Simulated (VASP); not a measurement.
# NaI in VASP: a series of runs

The runs below take NaI through single point, with r2SCAN.

Everything below comes from runs of VASP 6.6.1. Logs are shortened: lines on timing, memory, paths and dates and some standing lists are left out, and cuts for length are marked.

## 1. The cell of the first run

Symmetry: I4/mmm, No. 139, tetragonal system. Conventional cell: a = 4.476 Å, b = 4.476 Å, c = 6.524 Å, α = 90.00°, β = 90.00°, γ = 90.00°. Na (site symmetry 4/mmm) has 6 I at 3.17 to 3.26 Å within 4.2 Å. Within 4.2 Å of I (site symmetry 4/mmm) lie 6 Na at 3.17 to 3.26 Å.

## 2. Single point, r2SCAN (epitaxial xy strain -2.0%)

File POSCAR:

```
NaI
1.0
    0.0000000000      3.1651261013      3.2620177166
    3.1651261013      0.0000000000      3.2620177166
    3.1651261013      3.1651261013      0.0000000000
Na I
1 1
Direct
    0.0000000000      0.0000000000      0.0000000000
    0.5000000000      0.5000000000      0.5000000000
```

File INCAR.step1:

```
SYSTEM = NaI
ALGO = Normal
EDIFF = 1E-4
ENCUT = 520
GGA = PE
ISMEAR = 0
LASPH = .TRUE.
LCHARG = .FALSE.
LREAL = .FALSE.
LWAVE = .TRUE.
NBANDS = 14
NELM = 100
PREC = Accurate
SIGMA = 0.01
```

File INCAR.step2:

```
SYSTEM = NaI
ALGO = Normal
EDIFF = 1E-6
ENCUT = 520
ISIF = 2
ISMEAR = 0
ISTART = 1
LASPH = .TRUE.
LCHARG = .FALSE.
LMIXTAU = .TRUE.
LREAL = .FALSE.
LWAVE = .FALSE.
METAGGA = R2SCAN
NBANDS = 14
NELM = 100
PREC = Accurate
SIGMA = 0.01
```

File KPOINTS:

```
k-points
0
G
  8 8 8
  0 0 0
```

Potentials or basis: VASP PAW PBE potentials, release 64 (Na_pv, I).

Launch:

```console
$ cat potpaw_PBE.64/Na_pv/POTCAR potpaw_PBE.64/I/POTCAR > POTCAR
$ cp INCAR.step1 INCAR
$ mpirun -np 1 vasp_std > vasp.out
$ cp INCAR.step2 INCAR
$ mpirun -np 1 vasp_std > vasp.out
```

OUTCAR:

```text
SYSTEM = NaI
   EDIFF = 1E-6
   ENCUT = 520
   ISIF = 2
   ISMEAR = 0
   ISTART = 1
   LASPH = .TRUE.
   LREAL = .FALSE.
   METAGGA = R2SCAN
   NELM = 100
   PREC = Accurate

 ion  position               nearest neighbor table
   1  0.000  0.000  0.000-   2 3.17   2 3.17   2 3.17   2 3.17
   2  0.500  0.500  0.500-   1 3.17   1 3.17   1 3.17   1 3.17

  LATTYP: Found a body centered tetragonal cell.
 ALAT       =     4.4761642591
 C/A-ratio  =     1.4575058143

  Lattice vectors:

 A1 = (  -3.1651261013,   0.0000000000,   3.2620177166)
 A2 = (   3.1651261013,   0.0000000000,   3.2620177166)
 A3 = (   0.0000000000,   3.1651261013,  -3.2620177166)

Analysis of symmetry for initial positions (statically):
=====================================================================
 Subroutine PRICEL returns:
 Original cell was already a primitive cell.

 Routine SETGRP: Setting up the symmetry group for a
 body centered tetragonal supercell.

 Subroutine GETGRP returns: Found 16 space group operations
 (whereof 16 operations were pure point group operations)
 out of a pool of 16 trial point group operations.

The static configuration has the point symmetry D_4h.

Analysis of symmetry for dynamics (positions and initial velocities):
=====================================================================
 Subroutine PRICEL returns:
 Original cell was already a primitive cell.

 Routine SETGRP: Setting up the symmetry group for a
 body centered tetragonal supercell.

 Subroutine GETGRP returns: Found 16 space group operations
 (whereof 16 operations were pure point group operations)
 out of a pool of 16 trial point group operations.

The dynamic configuration has the point symmetry D_4h.

 Subroutine INISYM returns: Found 16 space group operations
 (whereof 16 operations are pure point group operations),
 and found     1 'primitive' translations

----------------------------------------------------------------------------------------

                                     Primitive cell

  volume of cell :      65.3579

  direct lattice vectors                    reciprocal lattice vectors
     0.000000000  3.165126101  3.262017717    -0.157971589  0.157971589  0.153279364
     3.165126101  0.000000000  3.262017717     0.157971589 -0.157971589  0.153279364
     3.165126101  3.165126101  0.000000000     0.157971589  0.157971589 -0.153279364

  length of vectors
     4.545193375  4.545193375  4.476164259     0.270932850  0.270932850  0.270932850

  position of ions in fractional coordinates (direct lattice)
[... 8 lines left out ...]
----------------------------------------------------------------------------------------

 KPOINTS: k-points

Automatic generation of k-mesh.
 Grid dimensions read from file:
 generate k-points for:    8    8    8

 Generating k-lattice:

  Cartesian coordinates                     Fractional coordinates (reciprocal lattice)
    -0.019746449  0.019746449  0.019159920     0.125000000 -0.000000000  0.000000000
     0.019746449 -0.019746449  0.019159920    -0.000000000  0.125000000  0.000000000
     0.019746449  0.019746449 -0.019159920     0.000000000  0.000000000  0.125000000

  Length of vectors
     0.033866606  0.033866606  0.033866606

  Shift w.r.t. Gamma in fractional coordinates (k-lattice)
     0.000000000  0.000000000  0.000000000

 Subroutine IBZKPT returns following result:
 ===========================================

 Found     59 irreducible k-points:

 Following reciprocal coordinates:
            Coordinates               Weight
  0.000000  0.000000  0.000000      1.000000
  0.125000  0.000000  0.000000      8.000000
  0.250000  0.000000  0.000000      8.000000
  0.375000  0.000000  0.000000      8.000000
  0.500000  0.000000  0.000000      4.000000
  0.125000  0.125000  0.000000      2.000000
[... 16 lines left out ...]
  0.250000  0.000000  0.125000     16.000000
  0.375000  0.000000  0.125000     16.000000
 [... further k-points ...]
   k-points           NKPTS =     59   k-points in BZ     NKDIM =     59   number of bands    NBANDS=     14
   number of dos      NEDOS =    301   number of ions     NIONS =      2
   total plane-waves  NPLWV =  46656
   dimension x,y,z NGX =    36 NGY =   36 NGZ =   36
   dimension x,y,z NGXF=    72 NGYF=   72 NGZF=   72
   ions per type =               1   1
   NGX,Y,Z   is equivalent  to a cutoff of  13.17, 13.17, 13.37 a.u.
   NGXF,Y,Z  is equivalent  to a cutoff of  26.33, 26.33, 26.74 a.u.
 SYSTEM =  NaI
   PREC   = accura    normal or accurate (medium, high low for compatibility)
   ISTART =      1    job   : 0-new  1-cont  2-samecut
   ICHARG =      0    charge: 1-file 2-atom 10-const
   ISPIN  =      1    spin polarized calculation?
   LNONCOLLINEAR =      F non collinear calculations
   LSORBIT =      F    spin-orbit coupling
   LASPH  =      T    aspherical Exc in radial PAW
   ENCUT  =  520.0 eV  38.22 Ry    6.18 a.u.   8.45  8.45  8.32*2*pi/ulx,y,z
   NELM   =    100;   NELMIN=  2; NELMDL=  0     # of ELM steps
   EDIFF  = 0.1E-05   stopping-criterion for ELM
   LREAL  =      F    real-space projection
   EDIFFG = 0.1E-04   stopping-criterion for IOM
   NSW    =      0    number of steps for IOM
   IBRION =     -1    ionic relax: 0-MD 1-quasi-New 2-CG
   NFREE  =      0    steps in history (QN), initial steepest desc. (CG)
   ISIF   =      2    stress and relaxation
   ISYM   =      2    0-nonsym 1-usesym 2-fastsym
   POTIM  = 0.5000    time-step for ionic-motion
   TEBEG  =    0.0;   TEEND  =   0.0 temperature during run
   PSTRESS=    0.0 pullay stress
   NELECT =      14.0000    total number of electrons
   NUPDOWN=      -1.0000    fix difference up-down
   EMIN   =  10.00;   EMAX   =-10.00  energy-range for DOS
   EFERMI =   0.00;   METHOD = LEGACY
   ISMEAR =     0;   SIGMA  =   0.01  broadening in eV -4-tet -1-fermi 0-gaus
   EFERMI_NEDOS =   21; number of points for ismear=-14 and -15
   IALGO  =     38    algorithm
   IMIX   =      4    mixing-type and parameters
     AMIX     =   0.40;   BMIX     =  1.00
     AMIX_MAG =   1.60;   BMIX_MAG =  1.00
  volume/ion in A,a.u.               =      32.68       220.53
  Fermi-wavevector in a.u.,A,eV,Ry     =   0.979531  1.851045 13.054524  0.959480
  Thomas-Fermi vector in A             =   2.110391
   LORBIT       =      0    0 simple, 1 ext, 2 COOP (PROOUT), +10 PAW based schemes
   METAGGA = R2SCAN    functional components
   LHFCALC =     F    Hartree Fock is set to
   AEXX    =    0.0000 exact exchange contribution
   IVDW    =     0    specifies the selected vdW correction
   LEPSILON=     F    determine dielectric tensor
   LRPA    =     F    only Hartree local field effects (RPA)
 non-spin polarized calculation
 Gauss-broadening in eV      SIGMA  =   0.01
  energy-cutoff  :      520.00
  volume of cell :       65.36
 maximum number of plane-waves:      1793
 NGX is ok and might be reduce to    36
   NGX = 17   NGY = 17   NGZ = 17

 number of electron      14.0000003 magnetization

 Free energy of the ion-electron system (eV)
  ---------------------------------------------------
  ext. energy  EPLUGINS =         0.00000000
  ---------------------------------------------------
  free energy    TOTEN  =       -31.07982282 eV

  energy without entropy =      -31.07982282  energy(sigma->0) =      -31.07982282

 E-fermi :   0.8648     XC(G=0):  -8.2256

 val. band max:        0.7605325678   @ k =   0.0000   0.0000   0.0000
 cond. band min:       5.2965990550   @ k =   0.0000   0.0000   0.0000
 fundamental gap:      4.5360664872
 Fermi energy:         0.8647825761

 k-point     1 :       0.0000    0.0000    0.0000
  band No.  band energies     occupation
      1     -22.4743      2.00000
      2     -22.4727      2.00000
      3     -22.4725      2.00000
      4     -10.7060      2.00000
      5       0.7308      2.00000
      6       0.7308      2.00000
      7       0.7605      2.00000
      8       5.2966      0.00000
      9       9.0830      0.00000
     10       9.2853      0.00000
     11       9.2853      0.00000
     12      10.9499      0.00000
     13      11.2992      0.00000
     14      11.9013      0.00000

 k-point     2 :       0.1250    0.0000    0.0000
  band No.  band energies     occupation
      1     -22.4747      2.00000
      2     -22.4731      2.00000
      3     -22.4727      2.00000
      4     -10.6555      2.00000
      5       0.2716      2.00000
      6       0.6864      2.00000
      7       0.6941      2.00000
      8       5.8111      0.00000
      9       8.8622      0.00000
     10       9.3166      0.00000
     11       9.4668      0.00000
     12      10.6212      0.00000
     13      10.8915      0.00000
     14      12.6072      0.00000

 k-point     3 :       0.2500    0.0000    0.0000
  band No.  band energies     occupation
      1     -22.4764      2.00000
      2     -22.4738      2.00000
      3     -22.4728      2.00000
      4     -10.5282      2.00000
      5      -0.6087      2.00000
      6       0.5618      2.00000
      7       0.5838      2.00000
      8       6.4809      0.00000
      9       8.9839      0.00000
     10       9.2266      0.00000
     11       9.4705      0.00000
     12      10.9519      0.00000
     13      11.0154      0.00000
     14      12.2168      0.00000

 k-point     4 :       0.3750    0.0000    0.0000
  band No.  band energies     occupation
      1     -22.4785      2.00000
      2     -22.4741      2.00000
      3     -22.4728      2.00000
      4     -10.3927      2.00000
      5      -1.3161      2.00000
      6       0.4385      2.00000
      7       0.4870      2.00000
      8       6.5089      0.00000
      9       8.8678      0.00000
     10       9.1187      0.00000
     11      10.1624      0.00000
     12      11.7770      0.00000
     13      12.2416      0.00000
     14      12.3110      0.00000

 k-point     5 :       0.5000    0.0000    0.0000
  band No.  band energies     occupation
      1     -22.4794      2.00000
      2     -22.4742      2.00000
      3     -22.4728      2.00000
      4     -10.3338      2.00000
      5      -1.5803      2.00000
      6       0.3898      2.00000
      7       0.4485      2.00000
      8       6.4456      0.00000
      9       8.7287      0.00000
     10       8.9698      0.00000
     11      10.8051      0.00000
[... 276 lines left out ...]
 k-point    22 :       0.1250    0.0000    0.1250
  band No.  band energies     occupation
      1     -22.4746      2.00000
      2     -22.4735      2.00000
      3     -22.4729      2.00000
      4     -10.6371      2.00000
      5       0.2556      2.00000
      6       0.5763      2.00000
      7       0.6254      2.00000
      8       6.0050      0.00000
      9       8.5357      0.00000
     10       9.5365      0.00000
     11       9.6502      0.00000
     12      10.0961      0.00000
     13      11.2282      0.00000
     14      13.1099      0.00000

 k-point    23 :       0.2500    0.0000    0.1250
  band No.  band energies     occupation
      1     -22.4756      2.00000
      2     -22.4742      2.00000
      3     -22.4731      2.00000
      4     -10.5352      2.00000
      5      -0.3993      2.00000
      6       0.4500      2.00000
      7       0.4964      2.00000
      8       6.7109      0.00000
      9       8.2274      0.00000
     10       9.2116      0.00000
     11       9.8023      0.00000
     12      10.4439      0.00000
     13      11.5118      0.00000
     14      13.2284      0.00000

 k-point    24 :       0.3750    0.0000    0.1250
  band No.  band energies     occupation
      1     -22.4776      2.00000
      2     -22.4745      2.00000
      3     -22.4732      2.00000
      4     -10.4030      2.00000
      5      -1.0925      2.00000
      6       0.3272      2.00000
      7       0.3451      2.00000
      8       6.9065      0.00000
      9       8.6232      0.00000
     10       9.0200      0.00000
     11       9.4685      0.00000
     12      11.7036      0.00000
     13      12.7001      0.00000
     14      12.8321      0.00000

 [... further k-points ...]

------------------------ aborting loop because EDIFF is reached ----------------------------------------

  FORCE on cell =-STRESS in cart. coord.  units (eV):
  Direction    XX          YY          ZZ          XY          YZ          ZX
  --------------------------------------------------------------------------------------
  -------------------------------------------------------------------------------------
  Total        0.3285327      0.3285327     -0.0424489      0.0000000      0.0000000      0.0000000
  in kB        8.0536156      8.0536156     -1.0405879      0.0000000      0.0000000      0.0000000
  external PRESSURE =       5.0222144 kB  Pullay stress =       0.0000000 kB

 VOLUME and BASIS-vectors are now :
 -----------------------------------------------------------------------------
  energy-cutoff  :      520.00
  volume of cell :       65.36
      direct lattice vectors                 reciprocal lattice vectors
     0.000000000  3.165126101  3.262017717    -0.157971589  0.157971589  0.153279364
     3.165126101  0.000000000  3.262017717     0.157971589 -0.157971589  0.153279364
     3.165126101  3.165126101  0.000000000     0.157971589  0.157971589 -0.153279364

 POSITION                                       TOTAL-FORCE (eV/Angst)
 -----------------------------------------------------------------------------------
      0.00000      0.00000      0.00000         0.000000      0.000000      0.000000
      3.16513      3.16513      3.26202        -0.000000     -0.000000      0.000000
 -----------------------------------------------------------------------------------
    total drift:                                0.000000      0.000000      0.000000

  FREE ENERGIE OF THE ION-ELECTRON SYSTEM (eV)
  ---------------------------------------------------
  free  energy   TOTEN  =       -31.0798228209 eV

  energy  without entropy=      -31.0798228209  energy(sigma->0) =      -31.07982282
```

Wall time 4.1 min (1 thread of Intel Xeon Platinum 8259CL at 2.50GHz (Skylake/Cascade Lake), shared host); peak memory 0.23 GiB.

What came out:

```yaml
Free_energy: -31.0798 eV
Pressure: 0.5 GPa
Band_gap_on_the_k_mesh: 4.54 eV, direct
```

Levels at points of the mesh, in eV from the valence-band top:
```csv
k point,band 5,band 6,band 7,band 8,band 9,band 10
"(0.00, 0.00, 0.00)",-0.03,-0.03,0.00,4.54,8.32,8.52
"(0.50, 0.00, 0.00)",-2.34,-0.37,-0.31,5.69,7.97,8.21
"(0.50, 0.50, 0.00)",-2.08,-0.78,-0.78,5.28,5.99,10.82
"(0.50, 0.00, 0.50)",-2.07,-0.92,-0.79,5.22,5.91,11.03
```

Caveat: the cell differs from its parent crystal (epitaxial xy strain -2.0%); the PAW data sets were made with another functional, which shifts forces and pressure a little; spin-orbit coupling is left out, which moves the levels of the heavy elements.

## 3. Single point, r2SCAN (epitaxial xy strain -1.0%)

File POSCAR:

```
NaI
1.0
    0.0000000000      3.1974233064      3.2458691141
    3.1974233064      0.0000000000      3.2458691141
    3.1974233064      3.1974233064      0.0000000000
Na I
1 1
Direct
    0.0000000000      0.0000000000      0.0000000000
    0.5000000000      0.5000000000      0.5000000000
```

File INCAR.step1:

```
SYSTEM = NaI
PREC = Accurate
ENCUT = 520
ISMEAR = 0
SIGMA = 0.01
LREAL = .FALSE.
LASPH = .TRUE.
NELM = 100
NBANDS = 14
GGA = PE
ALGO = Normal
EDIFF = 1E-4
LWAVE = .TRUE.
LCHARG = .FALSE.
```

File INCAR.step2:

```
SYSTEM = NaI
PREC = Accurate
ENCUT = 520
EDIFF = 1E-7
ISMEAR = 0
SIGMA = 0.01
LREAL = .FALSE.
LASPH = .TRUE.
NELM = 100
ALGO = Normal
ISIF = 2
LWAVE = .FALSE.
LCHARG = .FALSE.
METAGGA = R2SCAN
LMIXTAU = .TRUE.
NBANDS = 14
ISTART = 1
```

File KPOINTS:

```
regular mesh
0
G
  8 8 8
  0 0 0
```

Potentials or basis: VASP PAW PBE potentials, release 64 (Na_pv, I).

Launch:

```console
$ cat potpaw_PBE.64/Na_pv/POTCAR potpaw_PBE.64/I/POTCAR > POTCAR
$ cp INCAR.step1 INCAR
$ mpirun -np 1 vasp_std > vasp.out
$ cp INCAR.step2 INCAR
$ mpirun -np 1 vasp_std > vasp.out
```

Wall time 6.4 min (1 thread of Intel Xeon Platinum 8259CL at 2.50GHz (Skylake/Cascade Lake), shared host); peak memory 0.24 GiB.

It converged, with:

- Free energy: -31.0846 eV
- Pressure: 0.2 GPa
- Band gap on the k mesh: 4.49 eV, direct

Stress tensor (GPa, compression positive):
```
 0.34  0.00  0.00
 0.00  0.34  0.00
 0.00  0.00 -0.10
```

Levels at points of the mesh, in eV from the valence-band top:
| k point | band 5 | band 6 | band 7 | band 8 | band 9 | band 10 |
| --- | --- | --- | --- | --- | --- | --- |
| (0.00, 0.00, 0.00) | -0.02 | -0.02 | 0.00 | 4.49 | 8.40 | 8.50 |
| (0.50, 0.00, 0.00) | -2.27 | -0.34 | -0.31 | 5.69 | 8.02 | 8.14 |
| (0.50, 0.50, 0.00) | -2.02 | -0.77 | -0.77 | 5.25 | 6.00 | 10.79 |
| (0.50, 0.00, 0.50) | -2.01 | -0.84 | -0.78 | 5.22 | 5.96 | 10.90 |

Caveat: the cell differs from its parent crystal (epitaxial xy strain -1.0%); the PAW data sets were made with another functional, which shifts forces and pressure a little; spin-orbit coupling is left out, which moves the levels of the heavy elements.

(Part 1 of 2 ends here.)
